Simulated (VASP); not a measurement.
Here is a VASP 6.6.1 calculation.

File INCAR:

```
ALGO = Normal
EDIFF = 1E-6
EDIFFG = -0.04
ENCUT = 600
GGA = PS
IBRION = 2
ISIF = 3
ISMEAR = 0
LASPH = T
LCHARG = F
LREAL = F
LWAVE = F
NELM = 60
NSW = 90
PREC = Accurate
SIGMA = 0.1
```

File KPOINTS:

```
k-points
0
Gamma
  6 6 6
```

POSCAR

```
Se
1.0
    5.5739670398      0.0000000000      0.0000000000
   -2.7869835199      4.8271970563      0.0000000000
    0.0000000000      0.0000000000      3.4170841418
Se
3
Direct
    0.0000000000      0.0000000000      0.0000000000
    0.3333333333      0.6666666667      0.5000000000
    0.6666666667      0.3333333333      0.5000000000
```

Potentials or basis: VASP PAW PBE potentials, release 64 (Se).

Run with:

```console
$ cat potpaw_PBE.64/Se/POTCAR > POTCAR
$ mpirun -np 1 vasp_std > vasp.out
```

Q: Predict the relaxed cell.

A: a = 6.022 Å, b = 6.022 Å, c = 2.386 Å, α = 90.00°, β = 90.00°, γ = 120.00°.

Q: Estimate the space group after relaxing (to 0.1 Å).

A: P6/mmm (No. 191).

Q: Predict the relaxed volume.

A: 24.97 Å³/atom.

Final structure:
```cif
data_structure
_symmetry_space_group_name_H-M 'P 1'
_symmetry_Int_Tables_number 1
_cell_length_a 6.0216
_cell_length_b 6.0216
_cell_length_c 2.3859
_cell_angle_alpha 90.000
_cell_angle_beta 90.000
_cell_angle_gamma 120.000
_cell_volume 74.92
loop_
_atom_site_label
_atom_site_type_symbol
_atom_site_fract_x
_atom_site_fract_y
_atom_site_fract_z
_atom_site_occupancy
Se1 Se 0.00000 0.00000 0.00000 1
Se2 Se 0.33333 0.66667 0.50000 1
Se3 Se 0.66667 0.33333 0.50000 1
```

Caveat: the volume moved by over 15 % at a fixed basis, so the end points are rough; the PAW data sets were made with another functional, which shifts forces and pressure a little.
